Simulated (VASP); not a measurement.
Runs of VASP 6.6.1 on Pd. The structure is that of space group Fm-3m (No. 225), or close to it. The cells are those of the table. 

```csv
task,cell,gap on the mesh (eV),pressure (GPa)
single point,"a = 2.719 Å, angles 60.0°, 1 atom",none,0.3
single point,"a = 2.728 Å, angles 60.0°, 1 atom",none,-1.9
relaxation of cell and atoms,"relaxed from a = 2.719 Å, angles 60.0°, 1 atom",none,0.3
single point,"a = 2.710 Å, angles 60.0°, 1 atom",none,(a)
```

Alike in all rows: level LDA; potentials or basis VASP PAW LDA potentials, release 64 (Pd); no spin polarisation; k mesh 8 × 8 × 8; cutoff (eV) 500; smearing fermi-dirac 0.1 eV.

Q: Estimate the missing entries.

A: (a) 2.6.

Caveats: the relaxation stopped at its first step, so nothing moved (some runs).

A k mesh can miss the band edges, and the runs leave out spin-orbit coupling on Pd.

A gap of «none» marks levels without a gap at the run's occupations.
